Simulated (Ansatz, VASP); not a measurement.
This is a calculation of Os for Ansatz 0.2.0.

Contents of input.yaml:

```yaml
crystal:
  lattice:
    - [2.770079126, 0.0, 0.0]
    - [-1.385039563, 2.3989588936, 0.0]
    - [0.0, 0.0, 4.3765446767]
  atoms:
    - { symbol: Os, position: [0.6666666667, 0.3333333333, 0.75] }
    - { symbol: Os, position: [0.3333333333, 0.6666666667, 0.25] }
hamiltonian:
  xc: blyp
  pseudopotentials: { kind: paw }
kpoints:
  mp_grid: { grid: [11, 11, 6] }
scf:
  occupations: { method: fermi_dirac, width: 0.05 }
output:
  forces: true
  stress: true
  eigenvalues: true
```

Potentials or basis: Ansatz PAW.

The run is started by

```sh
$ ansatz run input.yaml --threads 2 --pin off --max-ram 5120MiB --backend cpu --events-out ev --progress --plain --runs-dir out
```

Problem. Set up the same calculation for VASP 6.6.1. Potentials there: VASP PAW PBE potentials, release 64 (Os_sv_GW).

Solution. As run (the cutoff follows the program's own potentials):

INCAR

```
SYSTEM = Os
PREC     = Accurate       ! precision mode
ENCUT    = 560            ! plane-wave cutoff, eV
EDIFF    = 1E-6           ! SCF threshold, eV
ISMEAR   = -1             ! smearing method
SIGMA    = 0.05           ! smearing width, eV
LREAL    = .False.        ! projectors in reciprocal space
LASPH    = .True.         ! aspherical terms in the spheres
NELM     = 120            ! most SCF steps
ALGO     = Normal         ! electronic algorithm
ISIF     = 2              ! what is computed and relaxed
LWAVE    = .False.        ! write WAVECAR
LCHARG   = .True.         ! write CHGCAR
GGA      = B5             ! functional
ALDAX    = 1.0          
AGGAX    = 1.0          
AGGAC    = 1.0          
ALDAC    = 0.0          
LELF     = .True.         ! ELF
LVHAR    = .True.       
NBANDS   = 23             ! bands
GGA_COMPAT= .False.
```

KPOINTS

```
regular mesh
0
Gamma
  11 11 6
  0 0 0
```

The input POSCAR:

```
Os
1.0
    2.7700791260      0.0000000000      0.0000000000
   -1.3850395630      2.3989588936      0.0000000000
    0.0000000000      0.0000000000      4.3765446767
Os
2
Direct
    0.6666666667      0.3333333333      0.7500000000
    0.3333333333      0.6666666667      0.2500000000
```

Potentials or basis: VASP PAW PBE potentials, release 64 (Os_sv_GW).

Command:

```sh
$ cat potpaw_PBE.64/Os_sv_GW/POTCAR > POTCAR
$ mpirun -np 1 vasp_std > vasp.out
```

Both were run:

|  | VASP | Ansatz | Ansatz less VASP |
| --- | --- | --- | --- |
| gap on the k mesh at the Fermi level (eV) | none | none | - |
| pressure (GPa) | 9.3 | 9.1 | -0.17 |
| traceless stress, the component that is largest in VASP (GPa) | -0.31 | -0.46 | -0.148 |

VASP's potentials were made for PBE, not for BLYP. A gap of «none» marks a metal or a gap that the smearing closes. With one functional, cell and mesh, what is left measures potentials, basis and numerics.

Neither program's run includes spin-orbit coupling.
